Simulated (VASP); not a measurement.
# SnSe2 (P-3m1) in VASP: a series of runs

The runs below take SnSe2 through single point, with PBE+D3(BJ).

All numbers are computed with VASP 6.6.1; they aren't measurements. Logs are shortened: lines on timing, memory, paths and dates and some standing lists are left out, and cuts for length are marked.

## 1. The cell of the first run

Symmetry: P-3m1, No. 164, trigonal system. Conventional cell: a = 4.023 Å, b = 4.023 Å, c = 5.507 Å, α = 90.00°, β = 90.00°, γ = 120.00°. Within 3.6 Å of Sn (site symmetry -3m) lie 6 Se at 2.70 Å. Within 3.7 Å of Se (site symmetry 3m) lie 3 Sn at 2.70 Å and 6 Se at 3.60 Å.

## 2. Single point, PBE+D3(BJ)

Contents of INCAR:

```
ALGO = Normal ; EDIFF = 1E-6
ENCUT = 520 ; GGA = PE
ISIF = 2 ; ISMEAR = 0
IVDW = 12 ; LASPH = T
LCHARG = F ; LREAL = F
LWAVE = F ; NBANDS = 20
NELM = 60 ; PREC = Accurate
SIGMA = 0.05
```

Contents of KPOINTS:

```
k-points
0
Gamma
  9 9 6
```

Contents of POSCAR:

```
SnSe2
1.0
    4.0231463824      0.0000000000      0.0000000000
   -2.0115731912      3.4841469703      0.0000000000
    0.0000000000      0.0000000000      5.5068351236
Sn Se
1 2
Direct
    0.0000000000      0.0000000000      0.0000000000
    0.3333333333      0.6666666667      0.2500000000
    0.6666666667      0.3333333333      0.7500000000
```

Potentials or basis: VASP PAW PBE potentials, release 64 (Sn_d, Se).

On the command line:

```bash
$ cat potpaw_PBE.64/Sn_d/POTCAR potpaw_PBE.64/Se/POTCAR > POTCAR
$ mpirun -np 1 vasp_std > vasp.out
```

OUTCAR:

```text
EDIFF = 1E-6
   ENCUT = 520
   GGA = PE
   ISIF = 2
   ISMEAR = 0
   IVDW = 12
   LASPH = T
   LREAL = F
   NELM = 60
   PREC = Accurate
 IVDW          = 12

 ion  position               nearest neighbor table
   1  0.000  0.000  0.000-   2 2.70   3 2.70   2 2.70   3 2.70   3 2.70   2 2.70
   2  0.333  0.667  0.250-   1 2.70   1 2.70   1 2.70
   3  0.667  0.333  0.750-   1 2.70   1 2.70   1 2.70

  LATTYP: Found a hexagonal cell.
 ALAT       =     4.0231463824
 C/A-ratio  =     1.3687881574

  Lattice vectors:

 A1 = (   4.0231463824,   0.0000000000,   0.0000000000)
 A2 = (  -2.0115731912,   3.4841469703,   0.0000000000)
 A3 = (   0.0000000000,   0.0000000000,   5.5068351236)

Analysis of symmetry for initial positions (statically):
=====================================================================
 Subroutine PRICEL returns:
 Original cell was already a primitive cell.

 Routine SETGRP: Setting up the symmetry group for a
 hexagonal supercell.

 Subroutine GETGRP returns: Found 12 space group operations
 (whereof 12 operations were pure point group operations)
 out of a pool of 24 trial point group operations.

The static configuration has the point symmetry D_3d.

Analysis of symmetry for dynamics (positions and initial velocities):
=====================================================================
 Subroutine PRICEL returns:
 Original cell was already a primitive cell.

 Routine SETGRP: Setting up the symmetry group for a
 hexagonal supercell.

 Subroutine GETGRP returns: Found 12 space group operations
 (whereof 12 operations were pure point group operations)
 out of a pool of 24 trial point group operations.

The dynamic configuration has the point symmetry D_3d.

 Subroutine INISYM returns: Found 12 space group operations
 (whereof 12 operations are pure point group operations),
 and found     1 'primitive' translations

----------------------------------------------------------------------------------------

                                     Primitive cell

  volume of cell :      77.1906

  direct lattice vectors                    reciprocal lattice vectors
     4.023146382  0.000000000  0.000000000     0.248561674  0.143507149  0.000000000
    -2.011573191  3.484146970  0.000000000     0.000000000  0.287014299  0.000000000
     0.000000000  0.000000000  5.506835124     0.000000000  0.000000000  0.181592508

  length of vectors
     4.023146382  4.023146382  5.506835124     0.287014299  0.287014299  0.181592508

  position of ions in fractional coordinates (direct lattice)
     0.000000000  0.000000000  0.000000000
     0.333333333  0.666666667  0.250000000
     0.666666667  0.333333333  0.750000000

  ion indices of the primitive-cell ions
   primitive index   ion index
                 1           1
                 2           2
                 3           3

----------------------------------------------------------------------------------------

 KPOINTS: k-points

Automatic generation of k-mesh.
 Grid dimensions read from file:
 generate k-points for:    9    9    6

 Generating k-lattice:

  Cartesian coordinates                     Fractional coordinates (reciprocal lattice)
     0.027617964  0.015945239  0.000000000     0.111111111  0.000000000  0.000000000
     0.000000000  0.031890478  0.000000000     0.000000000  0.111111111  0.000000000
     0.000000000  0.000000000  0.030265418     0.000000000  0.000000000  0.166666667

  Length of vectors
     0.031890478  0.031890478  0.030265418

  Shift w.r.t. Gamma in fractional coordinates (k-lattice)
     0.000000000  0.000000000  0.000000000

 Subroutine IBZKPT returns following result:
 ===========================================

 Found     62 irreducible k-points:

 Following reciprocal coordinates:
            Coordinates               Weight
  0.000000  0.000000  0.000000      1.000000
  0.111111  0.000000  0.000000      6.000000
  0.222222  0.000000  0.000000      6.000000
  0.333333  0.000000  0.000000      6.000000
  0.444444  0.000000  0.000000      6.000000
  0.111111  0.111111  0.000000      6.000000
[... 16 lines left out ...]
  0.222222  0.111111  0.166667     12.000000
 -0.111111  0.333333  0.166667     12.000000
 [... further k-points ...]
   k-points           NKPTS =     62   k-points in BZ     NKDIM =     62   number of bands    NBANDS=     20
   number of dos      NEDOS =    301   number of ions     NIONS =      3
   total plane-waves  NPLWV =  37800
   dimension x,y,z NGX =    30 NGY =   30 NGZ =   42
   dimension x,y,z NGXF=    60 NGYF=   60 NGZF=   84
   ions per type =               1   2
   NGX,Y,Z   is equivalent  to a cutoff of  12.40, 12.40, 12.68 a.u.
   NGXF,Y,Z  is equivalent  to a cutoff of  24.79, 24.79, 25.36 a.u.
 SYSTEM =  unknown system
   PREC   = accura    normal or accurate (medium, high low for compatibility)
   ISTART =      0    job   : 0-new  1-cont  2-samecut
   ICHARG =      2    charge: 1-file 2-atom 10-const
   ISPIN  =      1    spin polarized calculation?
   LNONCOLLINEAR =      F non collinear calculations
   LSORBIT =      F    spin-orbit coupling
   LASPH  =      T    aspherical Exc in radial PAW
   ENCUT  =  520.0 eV  38.22 Ry    6.18 a.u.   7.48  7.48 10.24*2*pi/ulx,y,z
   NELM   =     60;   NELMIN=  2; NELMDL= -5     # of ELM steps
   EDIFF  = 0.1E-05   stopping-criterion for ELM
   LREAL  =      F    real-space projection
   EDIFFG = 0.1E-04   stopping-criterion for IOM
   NSW    =      0    number of steps for IOM
   IBRION =     -1    ionic relax: 0-MD 1-quasi-New 2-CG
   NFREE  =      0    steps in history (QN), initial steepest desc. (CG)
   ISIF   =      2    stress and relaxation
   ISYM   =      2    0-nonsym 1-usesym 2-fastsym
   POTIM  = 0.5000    time-step for ionic-motion
   TEBEG  =    0.0;   TEEND  =   0.0 temperature during run
   PSTRESS=    0.0 pullay stress
   NELECT =      26.0000    total number of electrons
   NUPDOWN=      -1.0000    fix difference up-down
   EMIN   =  10.00;   EMAX   =-10.00  energy-range for DOS
   EFERMI =   0.00;   METHOD = LEGACY
   ISMEAR =     0;   SIGMA  =   0.05  broadening in eV -4-tet -1-fermi 0-gaus
   EFERMI_NEDOS =   21; number of points for ismear=-14 and -15
   IALGO  =     38    algorithm
   IMIX   =      4    mixing-type and parameters
     AMIX     =   0.40;   BMIX     =  1.00
     AMIX_MAG =   1.60;   BMIX_MAG =  1.00
  volume/ion in A,a.u.               =      25.73       173.64
  Fermi-wavevector in a.u.,A,eV,Ry     =   1.139054  2.152501 17.652812  1.297445
  Thomas-Fermi vector in A             =   2.275758
   LORBIT       =      0    0 simple, 1 ext, 2 COOP (PROOUT), +10 PAW based schemes
   GGA     = PE    functional components
   LHFCALC =     F    Hartree Fock is set to
   AEXX    =    0.0000 exact exchange contribution
   IVDW    =    12    specifies the selected vdW correction
   LEPSILON=     F    determine dielectric tensor
   LRPA    =     F    only Hartree local field effects (RPA)
 non-spin polarized calculation
 Gauss-broadening in eV      SIGMA  =   0.05
  energy-cutoff  :      520.00
  volume of cell :       77.19
 maximum number of plane-waves:      2120
 NGX is ok and might be reduce to    30
   NGX = 15   NGY = 15   NGZ = 21

 number of electron      25.9999994 magnetization

 Free energy of the ion-electron system (eV)
  ---------------------------------------------------
  ext. energy  EPLUGINS =         0.00000000
  ---------------------------------------------------
  free energy    TOTEN  =       -11.52590567 eV

  energy without entropy =      -11.52574251  energy(sigma->0) =      -11.52582409

 E-fermi :   5.0078     XC(G=0):  -9.4932

 val. band max:        4.9464381351   @ k =   0.1111   0.0000   0.0000
 cond. band min:       5.0648561606   @ k =   0.0000   0.0000   0.0000
 fundamental gap:      0.1184180255
 Fermi energy:         5.0077855050

 k-point     1 :       0.0000    0.0000    0.0000
  band No.  band energies     occupation
      1     -17.0814      2.00000
      2     -17.0814      2.00000
      3     -17.0681      2.00000
      4     -17.0343      2.00000
      5     -17.0343      2.00000
      6      -9.6633      2.00000
[... 12 lines left out ...]
     19      12.8939      0.00000
     20      12.8939      0.00000

 k-point     2 :       0.1111    0.0000    0.0000
  band No.  band energies     occupation
      1     -17.0869      2.00000
      2     -17.0803      2.00000
      3     -17.0656      2.00000
      4     -17.0349      2.00000
      5     -17.0321      2.00000
      6      -9.5555      2.00000
[... 12 lines left out ...]
     19      12.9359      0.00000
     20      12.9480      0.00000

 k-point     3 :       0.2222    0.0000    0.0000
  band No.  band energies     occupation
      1     -17.1009      2.00000
      2     -17.0784      2.00000
      3     -17.0598      2.00000
      4     -17.0357      2.00000
      5     -17.0256      2.00000
      6      -9.2440      2.00000
[... 12 lines left out ...]
     19      11.8961      0.00000
     20      12.9675      0.00000

 k-point     4 :       0.3333    0.0000    0.0000
  band No.  band energies     occupation
      1     -17.1170      2.00000
      2     -17.0775      2.00000
      3     -17.0555      2.00000
      4     -17.0345      2.00000
      5     -17.0169      2.00000
      6      -8.7762      2.00000
[... 12 lines left out ...]
     19      12.1564      0.00000
     20      13.6168      0.00000

 k-point     5 :       0.4444    0.0000    0.0000
  band No.  band energies     occupation
      1     -17.1274      2.00000
      2     -17.0773      2.00000
      3     -17.0544      2.00000
      4     -17.0320      2.00000
      5     -17.0107      2.00000
      6      -8.2973      2.00000
[... 12 lines left out ...]
     19      13.3650      0.00000
     20      14.9262      0.00000
[... 353 lines left out ...]
      6      -8.2603      2.00000
[... 12 lines left out ...]
     19      13.4596      0.00000
     20      14.2119      0.00000

 k-point    22 :       0.1111    0.1111    0.1667
  band No.  band energies     occupation
      1     -17.0956      2.00000
      2     -17.0801      2.00000
      3     -17.0611      2.00000
      4     -17.0358      2.00000
      5     -17.0277      2.00000
      6      -9.2870      2.00000
[... 12 lines left out ...]
     19      12.3376      0.00000
     20      13.1414      0.00000

 k-point    23 :       0.2222    0.1111    0.1667
  band No.  band energies     occupation
      1     -17.1087      2.00000
      2     -17.0805      2.00000
      3     -17.0555      2.00000
      4     -17.0359      2.00000
      5     -17.0205      2.00000
      6      -8.8989      2.00000
[... 12 lines left out ...]
     19      11.8372      0.00000
     20      13.8734      0.00000

 k-point    24 :      -0.1111    0.3333    0.1667
  band No.  band energies     occupation
      1     -17.1087      2.00000
      2     -17.0805      2.00000
      3     -17.0555      2.00000
      4     -17.0359      2.00000
      5     -17.0205      2.00000
      6      -8.8984      2.00000
[... 12 lines left out ...]
     19      11.3600      0.00000
     20      13.5864      0.00000

 [... further k-points ...]

------------------------ aborting loop because EDIFF is reached ----------------------------------------

 Edisp (eV)   -1.08347

 E8    (eV) :    -0.4742

  FORCE on cell =-STRESS in cart. coord.  units (eV):
  Direction    XX          YY          ZZ          XY          YZ          ZX
  --------------------------------------------------------------------------------------
  -------------------------------------------------------------------------------------
  Total       0.10156     0.10156     3.12624     0.00000     0.00000     0.00000
  in kB       2.10796     2.10796    64.88866     0.00000     0.00000     0.00000
  external pressure =       23.03 kB  Pullay stress =        0.00 kB

 VOLUME and BASIS-vectors are now :
 -----------------------------------------------------------------------------
  energy-cutoff  :      520.00
  volume of cell :       77.19
      direct lattice vectors                 reciprocal lattice vectors
     4.023146382  0.000000000  0.000000000     0.248561674  0.143507149  0.000000000
    -2.011573191  3.484146970  0.000000000     0.000000000  0.287014299  0.000000000
     0.000000000  0.000000000  5.506835124     0.000000000  0.000000000  0.181592508

 POSITION                                       TOTAL-FORCE (eV/Angst)
 -----------------------------------------------------------------------------------
      0.00000      0.00000      0.00000        -0.000000      0.000000      0.000000
     -0.00000      2.32276      1.37671        -0.000000      0.000000      1.276326
      2.01157      1.16138      4.13013         0.000000     -0.000000     -1.276326
 -----------------------------------------------------------------------------------
    total drift:                                0.000000      0.000000     -0.000000

  FREE ENERGIE OF THE ION-ELECTRON SYSTEM (eV)
  ---------------------------------------------------
  free  energy   TOTEN  =       -12.6093779898 eV

  energy  without entropy=      -12.6092148272  energy(sigma->0) =      -12.60929641
```

Wall time 1.9 min (1 thread of Intel Xeon 8259CL, shared host); peak memory 0.25 GiB.

What came out:

| Quantity | Value |
| --- | --- |
| Free energy | -12.6094 eV |
| Pressure | 2.3 GPa |
| Largest force | 1.276 eV/Å |
| Band gap on the k mesh | 0.12 eV (least direct gap 0.47 eV) |
| Dispersion energy per atom | -0.361 eV |

Forces in eV/Å, atoms in the order of the input:
```
Sn   0.000  0.000  0.000
Se   0.000  0.000  1.276
Se   0.000  0.000 -1.276
```

Stress tensor (GPa, compression positive):
```
0.21 0.00 0.00
0.00 0.21 0.00
0.00 0.00 6.49
```

Caveat: the stress differs along the axes, from 0 to 6 GPa; semilocal functionals underestimate gaps, and a narrow one can read as zero; spin-orbit coupling is left out, which moves the levels of the heavy elements; forces of over 1 eV/Å act on the atoms, so gaps and moduli don't describe the material at rest. A k mesh can miss the band edges.

[end of part 1 of 3]
